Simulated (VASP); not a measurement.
# TaSi2 (P6_222) in VASP: a series of runs

The runs below take TaSi2 through electric field gradients, with PBE, r2SCAN.

All numbers are computed with VASP 6.6.1; they aren't measurements. Logs are shortened: lines on timing, memory, paths and dates and some standing lists are left out, and cuts for length are marked.

## Step 1: The cell of the first run

The structure is hexagonal, space group P6_222 (No. 180). Conventional cell: a = 4.780 Å, b = 4.780 Å, c = 6.564 Å, α = 90.00°, β = 90.00°, γ = 120.00°. Within 3.4 Å of Ta (site symmetry 222) lie 10 Si at 2.59 to 2.76 Å and 4 Ta at 3.24 Å. Within 3.4 Å of Si (site symmetry 2) lie 9 Si at 2.59 to 3.24 Å and 5 Ta at 2.59 to 2.76 Å.

## Step 2: Electric field gradients, PBE

Contents of INCAR:

```
PREC = Accurate
ENCUT = 520
EDIFF = 1E-8
ISMEAR = -1
SIGMA = 0.05
LREAL = False
LASPH = True
NELM = 100
ALGO = Normal
ISIF = 2
LWAVE = False
LCHARG = False
GGA = PE
LEFG = True
NBANDS = 38
```

Contents of KPOINTS:

```
regular mesh
0
Gamma
  8 8 5
```

Contents of POSCAR:

```
TaSi2
1.0
    4.7799993808      0.0000000000      0.0000000000
   -2.3899996904      4.1396008938      0.0000000000
    0.0000000000      0.0000000000      6.5640000000
Ta Si
3 6
Direct
    0.5000000000      0.0000000000      0.5000000000
    0.5000000000      0.5000000000      0.8333333333
    0.0000000000      0.5000000000      0.1666666667
    0.1666500000      0.3333000000      0.5000000000
    0.8333500000      0.1666500000      0.8333333333
    0.6667000000      0.8333500000      0.1666666667
    0.8333500000      0.6667000000      0.5000000000
    0.1666500000      0.8333500000      0.8333333333
    0.3333000000      0.1666500000      0.1666666667
```

Potentials or basis: VASP PAW PBE potentials, release 64 (Ta_pv, Si).

On the command line:

```bash
> cat potpaw_PBE.64/Ta_pv/POTCAR potpaw_PBE.64/Si/POTCAR > POTCAR
> mpirun -np 1 vasp_std > vasp.out
```

OUTCAR:

```text
PREC = Accurate
   ENCUT = 520
   EDIFF = 1E-8
   ISMEAR = -1
   LREAL = False
   LASPH = True
   NELM = 100
   ISIF = 2
   GGA = PE

 ion  position               nearest neighbor table
   1  0.500  0.000  0.500-   6 2.59   9 2.59   8 2.59   5 2.59   4 2.76   7 2.76   7 2.76   4 2.76
                             4 2.76   7 2.76   2 3.24   2 3.24   3 3.24   3 3.24
   2  0.500  0.500  0.833-   4 2.59   7 2.59   6 2.59   9 2.59   5 2.76   8 2.76   8 2.76   5 2.76
                             8 2.76   5 2.76   1 3.24   1 3.24   3 3.24   3 3.24
   3  0.000  0.500  0.167-   4 2.59   7 2.59   5 2.59   8 2.59   9 2.76   6 2.76   9 2.76   6 2.76
                             6 2.76   9 2.76   1 3.24   1 3.24   2 3.24   2 3.24
   4  0.167  0.333  0.500-   5 2.59   9 2.59   3 2.59   2 2.59   7 2.76   1 2.76   1 2.76   1 2.76
                             7 2.76   7 2.76
   5  0.833  0.167  0.833-   4 2.59   6 2.59   1 2.59   3 2.59   8 2.76   2 2.76   2 2.76   2 2.76
                             8 2.76   8 2.76
   6  0.667  0.833  0.167-   7 2.59   5 2.59   1 2.59   2 2.59   9 2.76   3 2.76   3 2.76   3 2.76
                             9 2.76   9 2.76
   7  0.833  0.667  0.500-   8 2.59   6 2.59   3 2.59   2 2.59   4 2.76   1 2.76   1 2.76   1 2.76
                             4 2.76   4 2.76
   8  0.167  0.833  0.833-   7 2.59   9 2.59   1 2.59   3 2.59   5 2.76   2 2.76   2 2.76   2 2.76
                             5 2.76   5 2.76
   9  0.333  0.167  0.167-   4 2.59   8 2.59   1 2.59   2 2.59   6 2.76   3 2.76   3 2.76   3 2.76
                             6 2.76   6 2.76

  LATTYP: Found a hexagonal cell.
 ALAT       =     4.7799993808
 C/A-ratio  =     1.3732219352

  Lattice vectors:

 A1 = (   4.7799993808,   0.0000000000,   0.0000000000)
 A2 = (  -2.3899996904,   4.1396008938,   0.0000000000)
 A3 = (   0.0000000000,   0.0000000000,   6.5640000000)

Analysis of symmetry for initial positions (statically):
=====================================================================
 Subroutine PRICEL returns:
 Original cell was already a primitive cell.

 Routine SETGRP: Setting up the symmetry group for a
 hexagonal supercell.

 Subroutine GETGRP returns: Found 12 space group operations
 (whereof  4 operations were pure point group operations)
 out of a pool of 24 trial point group operations.

The static configuration has the point symmetry D_2 .
 The point group associated with its full space group is D_6 .

Analysis of symmetry for dynamics (positions and initial velocities):
=====================================================================
 Subroutine PRICEL returns:
 Original cell was already a primitive cell.

 Routine SETGRP: Setting up the symmetry group for a
 hexagonal supercell.

 Subroutine GETGRP returns: Found 12 space group operations
 (whereof  4 operations were pure point group operations)
 out of a pool of 24 trial point group operations.

The dynamic configuration has the point symmetry D_2 .
 The point group associated with its full space group is D_6 .

 Subroutine INISYM returns: Found 12 space group operations
 (whereof  4 operations are pure point group operations),
 and found     1 'primitive' translations

----------------------------------------------------------------------------------------

                                     Primitive cell

  volume of cell :     129.8838

  direct lattice vectors                    reciprocal lattice vectors
     4.779999381  0.000000000  0.000000000     0.209205048  0.120784591  0.000000000
    -2.389999690  4.139600894  0.000000000     0.000000000  0.241569182  0.000000000
     0.000000000  0.000000000  6.564000000     0.000000000  0.000000000  0.152346130

  length of vectors
     4.779999381  4.779999381  6.564000000     0.241569182  0.241569182  0.152346130

  position of ions in fractional coordinates (direct lattice)
     0.500000000  0.000000000  0.500000000
     0.500000000  0.500000000  0.833333333
     0.000000000  0.500000000  0.166666667
     0.166650000  0.333300000  0.500000000
     0.833350000  0.166650000  0.833333333
     0.666700000  0.833350000  0.166666667
     0.833350000  0.666700000  0.500000000
     0.166650000  0.833350000  0.833333333
     0.333300000  0.166650000  0.166666667

  ion indices of the primitive-cell ions
   primitive index   ion index
                 1           1
                 2           2
                 3           3
                 4           4
                 5           5
                 6           6
                 7           7
                 8           8
                 9           9

----------------------------------------------------------------------------------------

 KPOINTS: regular mesh

Automatic generation of k-mesh.
 Grid dimensions read from file:
 generate k-points for:    8    8    5

 Generating k-lattice:

  Cartesian coordinates                     Fractional coordinates (reciprocal lattice)
     0.026150631  0.015098074  0.000000000     0.125000000  0.000000000  0.000000000
     0.000000000  0.030196148  0.000000000     0.000000000  0.125000000  0.000000000
[... 51 lines left out ...]
   ICHARG =      2    charge: 1-file 2-atom 10-const
   ISPIN  =      1    spin polarized calculation?
   LNONCOLLINEAR =      F non collinear calculations
   LSORBIT =      F    spin-orbit coupling
   LASPH  =      T    aspherical Exc in radial PAW
   ENCUT  =  520.0 eV  38.22 Ry    6.18 a.u.   8.89  8.89 12.20*2*pi/ulx,y,z
   NELM   =    100;   NELMIN=  2; NELMDL= -5     # of ELM steps
   EDIFF  = 0.1E-07   stopping-criterion for ELM
   LREAL  =      F    real-space projection
   EDIFFG = 0.1E-06   stopping-criterion for IOM
   NSW    =      0    number of steps for IOM
   IBRION =     -1    ionic relax: 0-MD 1-quasi-New 2-CG
   NFREE  =      0    steps in history (QN), initial steepest desc. (CG)
   ISIF   =      2    stress and relaxation
   ISYM   =      2    0-nonsym 1-usesym 2-fastsym
   POTIM  = 0.5000    time-step for ionic-motion
   TEBEG  =    0.0;   TEEND  =   0.0 temperature during run
   PSTRESS=    0.0 pullay stress
   NELECT =      57.0000    total number of electrons
   NUPDOWN=      -1.0000    fix difference up-down
   EMIN   =  10.00;   EMAX   =-10.00  energy-range for DOS
   EFERMI =   0.00;   METHOD = LEGACY
   ISMEAR =    -1;   SIGMA  =   0.05  broadening in eV -4-tet -1-fermi 0-gaus
   EFERMI_NEDOS =   21; number of points for ismear=-14 and -15
   IALGO  =     38    algorithm
   IMIX   =      4    mixing-type and parameters
     AMIX     =   0.40;   BMIX     =  1.00
     AMIX_MAG =   1.60;   BMIX_MAG =  1.00
  volume/ion in A,a.u.               =      14.43        97.39
  Fermi-wavevector in a.u.,A,eV,Ry     =   1.244080  2.350969 21.058199  1.547734
  Thomas-Fermi vector in A             =   2.378362
   LORBIT       =      0    0 simple, 1 ext, 2 COOP (PROOUT), +10 PAW based schemes
   GGA     = PE    functional components
   LHFCALC =     F    Hartree Fock is set to
   AEXX    =    0.0000 exact exchange contribution
   IVDW    =     0    specifies the selected vdW correction
   LEPSILON=     F    determine dielectric tensor
   LRPA    =     F    only Hartree local field effects (RPA)
 non-spin polarized calculation
  energy-cutoff  :      520.00
  volume of cell :      129.88
 maximum number of plane-waves:      3523
 NGX is ok and might be reduce to    36
   NGX = 17   NGY = 17   NGZ = 25

 number of electron      57.0000001 magnetization

 Free energy of the ion-electron system (eV)
  ---------------------------------------------------
  ext. energy  EPLUGINS =         0.00000000
  ---------------------------------------------------
  free energy    TOTEN  =       -72.10584661 eV

  energy without entropy =      -72.07609694  energy(sigma->0) =      -72.09097178

 E-fermi :   9.4065     XC(G=0): -12.0875

 val. band max:        9.3808040184   @ k =   0.3750   0.2500   0.4000
 cond. band min:       9.4356367283   @ k =   0.5000  -0.0000   0.2000
 fundamental gap:      0.0548327099
 Fermi energy:         9.4064626856

 k-point     1 :       0.0000    0.0000    0.0000
  band No.  band energies     occupation
      1     -24.9830      2.00000
      2     -24.9830      2.00000
      3     -24.9786      2.00000
      4     -24.8745      2.00000
      5     -24.8745      2.00000
      6     -24.8180      2.00000
[... 973 lines left out ...]
     37      12.9536      0.00000
     38      13.1192      0.00000

 [... further k-points ...]

------------------------ aborting loop because EDIFF is reached ----------------------------------------

  FORCE on cell =-STRESS in cart. coord.  units (eV):
  Direction    XX          YY          ZZ          XY          YZ          ZX
  --------------------------------------------------------------------------------------
  -------------------------------------------------------------------------------------
  Total        2.4082338      2.4082338      4.0705856     -0.0000000      0.0000000      0.0000000
  in kB       29.7066958     29.7066958     50.2125855     -0.0000000      0.0000000      0.0000000
  external PRESSURE =      36.5419924 kB  Pullay stress =       0.0000000 kB

 VOLUME and BASIS-vectors are now :
 -----------------------------------------------------------------------------
  energy-cutoff  :      520.00
  volume of cell :      129.88
      direct lattice vectors                 reciprocal lattice vectors
     4.779999381  0.000000000  0.000000000     0.209205048  0.120784591  0.000000000
    -2.389999690  4.139600894  0.000000000     0.000000000  0.241569182  0.000000000
     0.000000000  0.000000000  6.564000000     0.000000000  0.000000000  0.152346130

 POSITION                                       TOTAL-FORCE (eV/Angst)
 -----------------------------------------------------------------------------------
      2.39000      0.00000      3.28200        -0.000000     -0.000000      0.000000
      1.19500      2.06980      5.47000         0.000000     -0.000000     -0.000000
     -1.19500      2.06980      1.09400         0.000000     -0.000000      0.000000
     -0.00000      1.37973      3.28200         0.000000     -0.804575      0.000000
      3.58512      0.68986      5.47000         0.696782     -0.402287      0.000000
      1.19512      3.44974      1.09400         0.696782      0.402287      0.000000
      2.39000      2.75987      3.28200        -0.000000      0.804575      0.000000
     -1.19512      3.44974      5.47000        -0.696782      0.402287      0.000000
      1.19488      0.68986      1.09400        -0.696782     -0.402287      0.000000
 -----------------------------------------------------------------------------------
    total drift:                                0.000000      0.000000      0.000000

  FREE ENERGIE OF THE ION-ELECTRON SYSTEM (eV)
  ---------------------------------------------------
  free  energy   TOTEN  =       -72.1058466132 eV

  energy  without entropy=      -72.0760969409  energy(sigma->0) =      -72.09097178

 Electric field gradients (V/A^2)
---------------------------------------------------------------------
 ion       V_xx      V_yy      V_zz      V_xy      V_xz      V_yz
---------------------------------------------------------------------
   1     -28.378    38.195    -9.817     0.001     0.000     0.000
   2      21.551   -11.734    -9.817   -28.826     0.000     0.000
   3      21.551   -11.734    -9.817    28.827    -0.000    -0.000
   4       5.869     6.569   -12.438     0.000   -28.246    -0.000
   5       6.394     6.044   -12.438    -0.303   -14.123   -24.462
   6       6.394     6.044   -12.438     0.303    14.123   -24.462
   7       5.869     6.569   -12.438     0.000    28.246     0.000
   8       6.394     6.044   -12.438    -0.303    14.123    24.462
   9       6.394     6.044   -12.438     0.303   -14.123    24.462
---------------------------------------------------------------------

 Electric field gradients after diagonalization (V/A^2)
 (convention: |V_zz| > |V_xx| > |V_yy|)
----------------------------------------------------------------------
 ion       V_xx      V_yy      V_zz     asymmetry (V_yy - V_xx)/ V_zz
----------------------------------------------------------------------
   1     -28.378    -9.817    38.195       0.486
   2     -28.377    -9.817    38.194       0.486
   3     -28.378    -9.817    38.195       0.486
   4      26.408     6.569   -32.976       0.602
   5      26.408     6.568   -32.976       0.602
   6      26.408     6.569   -32.976       0.602
   7      26.408     6.569   -32.976       0.602
   8      26.408     6.568   -32.976       0.602
   9      26.408     6.569   -32.976       0.602
----------------------------------------------------------------------

           NMR quadrupolar parameters

 Cq : quadrupolar parameter    Cq=e*Q*V_zz/h
 eta: asymmetry parameters     (V_yy - V_xx)/ V_zz
 Q  : nuclear electric quadrupole moment in mb (millibarn)
----------------------------------------------------------------------
 ion       Cq(MHz)       eta       Q (mb)
----------------------------------------------------------------------
   1       0.092       0.486       1.000
   2       0.092       0.486       1.000
   3       0.092       0.486       1.000
   4      -0.080       0.602       1.000
   5      -0.080       0.602       1.000
   6      -0.080       0.602       1.000
   7      -0.080       0.602       1.000
   8      -0.080       0.602       1.000
   9      -0.080       0.602       1.000
----------------------------------------------------------------------
```

Run time: 4.5 min. Hardware: 1 thread of Intel Xeon 8259CL, shared host; peak memory 0.31 GiB.

Results:

```yaml
Free_energy: -72.1058 eV
Pressure: 3.7 GPa
Largest_force: 0.805 eV/Å
```

Forces on the atoms (eV/Å):
```
Ta   0.000  0.000  0.000
Ta   0.000  0.000  0.000
Ta   0.000  0.000  0.000
Si   0.000 -0.805  0.000
Si   0.697 -0.402  0.000
Si   0.697  0.402  0.000
Si   0.000  0.805  0.000
Si  -0.697  0.402  0.000
Si  -0.697 -0.402  0.000
```

Electric field gradients, principal values (V/Å²):
```
atom   least   middle  greatest (by size)
1 Ta  -9.817  -28.378              38.195
2 Ta  -9.817  -28.377              38.194
3 Ta  -9.817  -28.378              38.195
4 Si   6.569   26.408             -32.976
5 Si   6.568   26.408             -32.976
6 Si   6.569   26.408             -32.976
7 Si   6.569   26.408             -32.976
8 Si   6.568   26.408             -32.976
9 Si   6.569   26.408             -32.976
```

Caveat: without QUAD_EFG the Cq values of the log hold for a quadrupole moment of 1 mb, not for the nuclei; spin-orbit coupling is left out, which moves the levels of the heavy elements.

(Part 1 of 2 ends here.)
